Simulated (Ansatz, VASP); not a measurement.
**CdS in VASP and in Ansatz**

```
Cd S
1.0
     0.00000    2.72691    2.72691
     2.72691    0.00000    2.72691
     2.72691    2.72691    0.00000
Cd S
1 1
Direct
  0.99788 0.00212 0.01062
  0.50744 0.49256 0.46278
```

Change from the starting cell: mode 4 frozen in at -0.122 Å and mode 5 at -0.081 Å (largest displacements).

Alike in both runs: task single point; functional r2SCAN; k mesh 8 × 8 × 8; occupations gaussian, width 0.05 eV; no spin polarisation.

|  | VASP | Ansatz |
| --- | --- | --- |
| version | VASP 6.6.1 | Ansatz 0.2.0 |
| potentials or method | VASP PAW PBE potentials, release 64 (Cd, S), cutoff 520 eV | scalar-relativistic, plane waves, PAW |
| valence electrons in the cell | 18 | 26 |

|  | VASP | Ansatz | Ansatz less VASP |
| --- | --- | --- | --- |
| gap on the k mesh at the Fermi level (eV) | 0.80 | 0.82 | +0.020 |
| least direct gap on the mesh (eV) | 2.29 | 2.32 | +0.033 |
| pressure (GPa) | 1.5 | 1.0 | -0.49 |
| traceless stress, the component that is largest in VASP (GPa) | 1.38 | 1.34 | -0.033 |
| rms of the force components (eV/Å) | 0.226 | 0.217 | -0.0095 |

VASP's potentials were made for PBE, not for r2SCAN. Atom by atom the forces differ by 0.009 eV/Å (rms over components). With one functional, cell and mesh, what is left measures potentials, basis and numerics. VASP's potentials hold 18 valence electrons a cell and Ansatz's 26, so a difference there can come from the potentials and not from the codes.
